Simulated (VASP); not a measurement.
# Al2O3 (dpbe) (R-3c) in VASP: further runs

Al2O3 (dpbe) is run at these levels: PBE; tasks: single point.

Everything below comes from runs of VASP 6.6.1. Logs are shortened: lines on timing, memory, paths and dates and some standing lists are left out, and cuts for length are marked.

**Measured values to compare with.**

From “Multi-petahertz electron interference in Cr:Al2O3 solid-state material”, 2018, pmc:5906618, for a bulk crystal of Al2O3: band gap 8.7 eV (optical).

How close the calculation comes is told below.

## (1) The cell of the first run

It takes space group R-3c (No. 167, trigonal). The conventional cell has a = 4.758 Å, b = 4.758 Å, c = 12.990 Å, α = 90.00°, β = 90.00°, γ = 120.00°. Al (site symmetry 3) has 6 O at 1.85 to 1.97 Å within 2.5 Å. O (site symmetry 2) has 4 Al at 1.85 to 1.97 Å within 2.5 Å.

## (2) Single point, PBE

INCAR reads:

```
SYSTEM = Al2O3
  ALGO = Normal
  EDIFF = 1E-6
  ENCUT = 520
  GGA = PE
  ISIF = 2
  ISMEAR = 0
  LASPH = .TRUE.
  LCHARG = .FALSE.
  LREAL = .FALSE.
  LWAVE = .FALSE.
  NBANDS = 35
  NELM = 100
  PREC = Accurate
  SIGMA = 0.1
```

KPOINTS reads:

```
k-points
0
G
  6 6 6
  0 0 0
```

POSCAR reads:

```
Al2O3
1.0
    2.3790760000      1.3735601700      4.3299000000
   -2.3790760000      1.3735601700      4.3299000000
    0.0000000000     -2.7471203400      4.3299000000
Al O
4 6
Direct
    0.3522900000      0.3522900000      0.3522900000
    0.1477100000      0.1477100000      0.1477100000
    0.6477100000      0.6477100000      0.6477100000
    0.8522900000      0.8522900000      0.8522900000
    0.5562100000      0.9437900000      0.2500000000
    0.2500000000      0.5562100000      0.9437900000
    0.9437900000      0.2500000000      0.5562100000
    0.4437900000      0.0562100000      0.7500000000
    0.7500000000      0.4437900000      0.0562100000
    0.0562100000      0.7500000000      0.4437900000
```

Potentials or basis: VASP PAW PBE potentials, release 64 (Al, O).

The run is started by

```
$ cat potpaw_PBE.64/Al/POTCAR potpaw_PBE.64/O/POTCAR > POTCAR
$ mpirun -np 1 vasp_std > vasp.out
```

OUTCAR:

```text
SYSTEM = Al2O3
   EDIFF = 1E-6
   ENCUT = 520
   GGA = PE
   ISIF = 2
   ISMEAR = 0
   LASPH = .TRUE.
   LREAL = .FALSE.
   NELM = 100
   PREC = Accurate

 ion  position               nearest neighbor table
   1  0.352  0.352  0.352-  10 1.85   8 1.85   9 1.85   5 1.97   6 1.97   7 1.97   2 2.66   3 2.79
                             3 2.79   3 2.79   2 3.22   2 3.22   2 3.22
   2  0.148  0.148  0.148-   9 1.85   8 1.85  10 1.85   5 1.97   7 1.97   6 1.97   1 2.66   4 2.79
                             4 2.79   4 2.79   1 3.22   1 3.22   1 3.22
   3  0.648  0.648  0.648-   7 1.85   5 1.85   6 1.85   8 1.97   9 1.97  10 1.97   4 2.66   1 2.79
                             1 2.79   1 2.79   4 3.22   4 3.22   4 3.22
   4  0.852  0.852  0.852-   6 1.85   5 1.85   7 1.85   8 1.97  10 1.97   9 1.97   3 2.66   2 2.79
                             2 2.79   2 2.79   3 3.22   3 3.22   3 3.22
   5  0.556  0.944  0.250-   3 1.85   4 1.85   1 1.97   2 1.97
   6  0.250  0.556  0.944-   4 1.85   3 1.85   1 1.97   2 1.97
   7  0.944  0.250  0.556-   3 1.85   4 1.85   2 1.97   1 1.97
   8  0.444  0.056  0.750-   1 1.85   2 1.85   3 1.97   4 1.97
   9  0.750  0.444  0.056-   2 1.85   1 1.85   3 1.97   4 1.97
  10  0.056  0.750  0.444-   1 1.85   2 1.85   4 1.97   3 1.97

  LATTYP: Found a trigonal (rhomboedric) cell.
 ALAT       =     5.1278362069
 COS(alpha) =     0.5694948623

  Lattice vectors:

 A1 = (   2.3790760000,   1.3735601700,   4.3299000000)
 A2 = (  -2.3790760000,   1.3735601700,   4.3299000000)
 A3 = (   0.0000000000,  -2.7471203400,   4.3299000000)

Analysis of symmetry for initial positions (statically):
=====================================================================
 Subroutine PRICEL returns:
 Original cell was already a primitive cell.

 Routine SETGRP: Setting up the symmetry group for a
 trigonal (rhombohedral) supercell.

 Subroutine GETGRP returns: Found 12 space group operations
 (whereof  6 operations were pure point group operations)
 out of a pool of 12 trial point group operations.

The static configuration has the point symmetry S_6 .
 The point group associated with its full space group is D_3d.

Analysis of symmetry for dynamics (positions and initial velocities):
=====================================================================
 Subroutine PRICEL returns:
 Original cell was already a primitive cell.

 Routine SETGRP: Setting up the symmetry group for a
 trigonal (rhombohedral) supercell.

 Subroutine GETGRP returns: Found 12 space group operations
 (whereof  6 operations were pure point group operations)
 out of a pool of 12 trial point group operations.

The dynamic configuration has the point symmetry S_6 .
 The point group associated with its full space group is D_3d.

 Subroutine INISYM returns: Found 12 space group operations
 (whereof  6 operations are pure point group operations),
 and found     1 'primitive' translations

----------------------------------------------------------------------------------------

                                     Primitive cell

  volume of cell :      84.8956

  direct lattice vectors                    reciprocal lattice vectors
     2.379076000  1.373560170  4.329900000     0.210165627  0.121339181  0.076984072
    -2.379076000  1.373560170  4.329900000    -0.210165627  0.121339181  0.076984072
     0.000000000 -2.747120340  4.329900000     0.000000000 -0.242678363  0.076984072

  length of vectors
     5.127836207  5.127836207  5.127836208     0.254596416  0.254596416  0.254596416

  position of ions in fractional coordinates (direct lattice)
     0.352290000  0.352290000  0.352290000
     0.147710000  0.147710000  0.147710000
     0.647710000  0.647710000  0.647710000
     0.852290000  0.852290000  0.852290000
     0.556210000  0.943790000  0.250000000
     0.250000000  0.556210000  0.943790000
     0.943790000  0.250000000  0.556210000
     0.443790000  0.056210000  0.750000000
     0.750000000  0.443790000  0.056210000
     0.056210000  0.750000000  0.443790000

  ion indices of the primitive-cell ions
   primitive index   ion index
                 1           1
                 2           2
                 3           3
                 4           4
                 5           5
                 6           6
                 7           7
                 8           8
                 9           9
                10          10

----------------------------------------------------------------------------------------

 KPOINTS: k-points

Automatic generation of k-mesh.
 Grid dimensions read from file:
 generate k-points for:    6    6    6

 Generating k-lattice:

  Cartesian coordinates                     Fractional coordinates (reciprocal lattice)
     0.035027605  0.020223197  0.012830679     0.166666667  0.000000000  0.000000000
    -0.035027605  0.020223197  0.012830679     0.000000000  0.166666667  0.000000000
     0.000000000 -0.040446394  0.012830679     0.000000000  0.000000000  0.166666667

  Length of vectors
     0.042432736  0.042432736  0.042432736

  Shift w.r.t. Gamma in fractional coordinates (k-lattice)
     0.000000000  0.000000000  0.000000000

 Subroutine IBZKPT returns following result:
 ===========================================

 Found     32 irreducible k-points:

 Following reciprocal coordinates:
            Coordinates               Weight
  0.000000  0.000000  0.000000      1.000000
  0.166667  0.000000  0.000000      6.000000
  0.333333  0.000000  0.000000      6.000000
  0.500000  0.000000 -0.000000      3.000000
  0.166667  0.166667  0.000000      6.000000
  0.333333  0.166667  0.000000     12.000000
[... 16 lines left out ...]
  0.500000  0.500000  0.166667      6.000000
 -0.333333  0.500000  0.166667     12.000000
 [... further k-points ...]
   k-points           NKPTS =     32   k-points in BZ     NKDIM =     32   number of bands    NBANDS=     35
   number of dos      NEDOS =    301   number of ions     NIONS =     10
   total plane-waves  NPLWV =  64000
   dimension x,y,z NGX =    40 NGY =   40 NGZ =   40
   dimension x,y,z NGXF=    80 NGYF=   80 NGZF=   80
   ions per type =               4   6
   NGX,Y,Z   is equivalent  to a cutoff of  12.97, 12.97, 12.97 a.u.
   NGXF,Y,Z  is equivalent  to a cutoff of  25.94, 25.94, 25.94 a.u.
 SYSTEM =  Al2O3
   PREC   = accura    normal or accurate (medium, high low for compatibility)
   ISTART =      0    job   : 0-new  1-cont  2-samecut
   ICHARG =      2    charge: 1-file 2-atom 10-const
   ISPIN  =      1    spin polarized calculation?
   LNONCOLLINEAR =      F non collinear calculations
   LSORBIT =      F    spin-orbit coupling
   LASPH  =      T    aspherical Exc in radial PAW
   ENCUT  =  520.0 eV  38.22 Ry    6.18 a.u.   9.53  9.53  9.53*2*pi/ulx,y,z
   NELM   =    100;   NELMIN=  2; NELMDL= -5     # of ELM steps
   EDIFF  = 0.1E-05   stopping-criterion for ELM
   LREAL  =      F    real-space projection
   EDIFFG = 0.1E-04   stopping-criterion for IOM
   NSW    =      0    number of steps for IOM
   IBRION =     -1    ionic relax: 0-MD 1-quasi-New 2-CG
   NFREE  =      0    steps in history (QN), initial steepest desc. (CG)
   ISIF   =      2    stress and relaxation
   ISYM   =      2    0-nonsym 1-usesym 2-fastsym
   POTIM  = 0.5000    time-step for ionic-motion
   TEBEG  =    0.0;   TEEND  =   0.0 temperature during run
   PSTRESS=    0.0 pullay stress
   NELECT =      48.0000    total number of electrons
   NUPDOWN=      -1.0000    fix difference up-down
   EMIN   =  10.00;   EMAX   =-10.00  energy-range for DOS
   EFERMI =   0.00;   METHOD = LEGACY
   ISMEAR =     0;   SIGMA  =   0.10  broadening in eV -4-tet -1-fermi 0-gaus
   EFERMI_NEDOS =   21; number of points for ismear=-14 and -15
   IALGO  =     38    algorithm
   IMIX   =      4    mixing-type and parameters
     AMIX     =   0.40;   BMIX     =  1.00
     AMIX_MAG =   1.60;   BMIX_MAG =  1.00
  volume/ion in A,a.u.               =       8.49        57.29
  Fermi-wavevector in a.u.,A,eV,Ry     =   1.353714  2.558148 24.933236  1.832541
  Thomas-Fermi vector in A             =   2.480946
   LORBIT       =      0    0 simple, 1 ext, 2 COOP (PROOUT), +10 PAW based schemes
   GGA     = PE    functional components
   LHFCALC =     F    Hartree Fock is set to
   AEXX    =    0.0000 exact exchange contribution
   IVDW    =     0    specifies the selected vdW correction
   LEPSILON=     F    determine dielectric tensor
   LRPA    =     F    only Hartree local field effects (RPA)
 non-spin polarized calculation
 Gauss-broadening in eV      SIGMA  =   0.10
  energy-cutoff  :      520.00
  volume of cell :       84.90
 maximum number of plane-waves:      2305
 NGX is ok and might be reduce to    40
   NGX = 19   NGY = 19   NGZ = 19

 number of electron      48.0000013 magnetization

 Free energy of the ion-electron system (eV)
  ---------------------------------------------------
  ext. energy  EPLUGINS =         0.00000000
  ---------------------------------------------------
  free energy    TOTEN  =       -74.74623644 eV

  energy without entropy =      -74.74623644  energy(sigma->0) =      -74.74623644

 E-fermi :   6.5999     XC(G=0): -11.6927

 val. band max:        6.1525562257   @ k =   0.0000   0.0000   0.0000
 cond. band min:      12.3901069322   @ k =   0.0000   0.0000   0.0000
 fundamental gap:      6.2375507066
 Fermi energy:         6.5998893826

 k-point     1 :       0.0000    0.0000    0.0000
  band No.  band energies     occupation
      1     -13.0980      2.00000
      2     -10.7593      2.00000
      3     -10.4772      2.00000
      4     -10.4772      2.00000
      5     -10.1595      2.00000
      6     -10.1595      2.00000
[... 27 lines left out ...]
     34      19.7662      0.00000
     35      20.8115      0.00000

 k-point     2 :       0.1667    0.0000    0.0000
  band No.  band energies     occupation
      1     -12.9541      2.00000
      2     -10.8324      2.00000
      3     -10.5602      2.00000
      4     -10.5054      2.00000
      5     -10.2279      2.00000
      6     -10.1696      2.00000
[... 27 lines left out ...]
     34      19.1587      0.00000
     35      20.5893      0.00000
[... 796 lines left out ...]
     34      19.5674      0.00000
     35      19.9000      0.00000

 k-point    24 :      -0.3333    0.5000    0.1667
  band No.  band energies     occupation
      1     -11.7880      2.00000
      2     -11.4123      2.00000
      3     -11.1626      2.00000
      4     -10.9393      2.00000
      5     -10.3475      2.00000
      6     -10.1385      2.00000
[... 27 lines left out ...]
     34      19.5841      0.00000
     35      19.7360      0.00000

 [... further k-points ...]
[... 5 lines left out ...]
  --------------------------------------------------------------------------------------
  -------------------------------------------------------------------------------------
  Total        4.1918076      4.1918076      3.7203092      0.0000000      0.0000000      0.0000000
  in kB       79.1091644     79.1091645     70.2108928      0.0000000      0.0000000      0.0000000
  external PRESSURE =      76.1430739 kB  Pullay stress =       0.0000000 kB

 VOLUME and BASIS-vectors are now :
 -----------------------------------------------------------------------------
  energy-cutoff  :      520.00
  volume of cell :       84.90
      direct lattice vectors                 reciprocal lattice vectors
     2.379076000  1.373560170  4.329900000     0.210165627  0.121339181  0.076984072
    -2.379076000  1.373560170  4.329900000    -0.210165627  0.121339181  0.076984072
     0.000000000 -2.747120340  4.329900000     0.000000000 -0.242678363  0.076984072

 POSITION                                       TOTAL-FORCE (eV/Angst)
 -----------------------------------------------------------------------------------
      0.00000      0.00000      4.57614         0.000000      0.000000     -0.047979
      0.00000      0.00000      1.91871         0.000000      0.000000      0.047979
      0.00000      0.00000      8.41356         0.000000      0.000000      0.047979
      0.00000      0.00000     11.07099         0.000000      0.000000     -0.047979
     -0.92208      1.37356      7.57733         0.023480      0.000000     -0.000000
     -0.72850     -1.48533      7.57733        -0.011740      0.020334     -0.000000
      1.65058      0.11177      7.57733        -0.011740     -0.020334     -0.000000
      0.92208     -1.37356      5.41238        -0.023480      0.000000     -0.000000
      0.72850      1.48533      5.41238         0.011740     -0.020334     -0.000000
     -1.65058     -0.11177      5.41238         0.011740      0.020334     -0.000000
 -----------------------------------------------------------------------------------
    total drift:                               -0.000000     -0.000000     -0.000000

  FREE ENERGIE OF THE ION-ELECTRON SYSTEM (eV)
  ---------------------------------------------------
  free  energy   TOTEN  =       -74.7462364397 eV

  energy  without entropy=      -74.7462364397  energy(sigma->0) =      -74.74623644
```

Run time: 76 s. Hardware: 1 thread of Intel Xeon Platinum 8488C (Sapphire Rapids), shared host; peak memory 0.26 GiB.

What came out:

- Free energy: -74.7462 eV
- Pressure: 7.6 GPa
- Largest force: 0.048 eV/Å
- Band gap on the k mesh: 6.24 eV, direct

Forces in eV/Å, atoms in the order of the input:
```
Al   0.000  0.000 -0.048
Al   0.000  0.000  0.048
Al   0.000  0.000  0.048
Al   0.000  0.000 -0.048
O    0.023  0.000  0.000
O   -0.012  0.020  0.000
O   -0.012 -0.020  0.000
O   -0.023  0.000  0.000
O    0.012 -0.020  0.000
O    0.012  0.020  0.000
```

Stress tensor (GPa, compression positive):
```
7.91 0.00 0.00
0.00 7.91 0.00
0.00 0.00 7.02
```

A k mesh can miss the band edges. As with any semilocal functional, this PBE gap is likely too small.

## (3) Single point, PBE

This run uses another cell than the first one, of 8.76 Å³/atom, 1.031 times its volume.

INCAR reads:

```
ALGO     = Normal         # electronic algorithm
EDIFF    = 1E-6           # SCF threshold, eV
ENCUT    = 520            # plane-wave cutoff, eV
GGA      = PE             # functional
ISIF     = 2              # what is computed and relaxed
ISMEAR   = 0              # smearing method
LASPH    = T              # aspherical terms in the spheres
LCHARG   = F              # write CHGCAR
LREAL    = F              # projectors in reciprocal space
LWAVE    = F              # write WAVECAR
NBANDS   = 35             # bands
NELM     = 80             # most SCF steps
PREC     = Accurate       # precision mode
SIGMA    = 0.02           # smearing width, eV
```

KPOINTS reads:

```
k-points
0
Gamma
  6 6 6
```

POSCAR reads:

```
Al2O3
1.0
    2.4039939036      1.3879465274      4.3738239967
   -2.4039939036      1.3879465274      4.3738239967
    0.0000000000     -2.7758930548      4.3738239967
Al O
4 6
Direct
    0.3521266556      0.3521266556      0.3521266556
    0.1478733444      0.1478733444      0.1478733444
    0.6478733444      0.6478733444      0.6478733444
    0.8521266556      0.8521266556      0.8521266556
    0.5561568599      0.9438431401      0.2500000000
    0.2500000000      0.5561568599      0.9438431401
    0.9438431401      0.2500000000      0.5561568599
    0.4438431401      0.0561568599      0.7500000000
    0.7500000000      0.4438431401      0.0561568599
    0.0561568599      0.7500000000      0.4438431401
```

Potentials or basis: VASP PAW PBE potentials, release 64 (Al, O).

The run is started by

```
$ cat potpaw_PBE.64/Al/POTCAR potpaw_PBE.64/O/POTCAR > POTCAR
$ mpirun -np 1 vasp_std > vasp.out
```

Run time: 93 s. Hardware: 1 thread of Intel Xeon Platinum 8488C (Sapphire Rapids), shared host; peak memory 0.26 GiB.

The run converged. Its results:

- Free energy: -74.8122 eV
- Pressure: 0.0 GPa
- Largest force: 0.008 eV/Å
- Band gap on the k mesh: 5.85 eV, direct

Forces in eV/Å, atoms in the order of the input:
```
Al   0.000  0.000  0.008
Al   0.000  0.000 -0.008
Al   0.000  0.000 -0.008
Al   0.000  0.000  0.008
O    0.002  0.000  0.000
O   -0.001  0.002  0.000
O   -0.001 -0.002  0.000
O   -0.002  0.000  0.000
O    0.001 -0.002  0.000
O    0.001  0.002  0.000
```

Levels at points of the mesh, in eV from the valence-band top:
| k point | band 20 | band 21 | band 22 | band 23 | band 24 | band 25 | band 26 | band 27 | band 28 | band 29 |
| --- | --- | --- | --- | --- | --- | --- | --- | --- | --- | --- |
| (0.00, 0.00, 0.00) | -0.46 | -0.46 | -0.03 | -0.03 | 0.00 | 5.85 | 8.91 | 10.37 | 11.27 | 11.27 |
| (0.50, 0.00, 0.00) | -1.28 | -0.86 | -0.86 | -0.25 | -0.25 | 9.14 | 9.14 | 9.35 | 9.35 | 11.60 |
| (0.50, 0.50, 0.00) | -1.25 | -0.97 | -0.87 | -0.70 | -0.23 | 9.36 | 9.49 | 9.62 | 10.14 | 10.91 |
| (0.50, 0.50, 0.50) | -1.92 | -0.35 | -0.35 | -0.35 | -0.35 | 8.36 | 8.36 | 10.85 | 10.85 | 12.09 |

## (4) Against experiment

Step 3. Against the measured gap of Al2O3, 8.7 eV (optical; quoted in “Multi-petahertz electron interference in Cr:Al2O3 solid-state material”, 2018, pmc:5906618), the calculated 5.85 eV is off by -2.85 eV. The value is that of PBE, without temperature or zero-point motion. Semilocal functionals fall short of measured gaps as a rule.
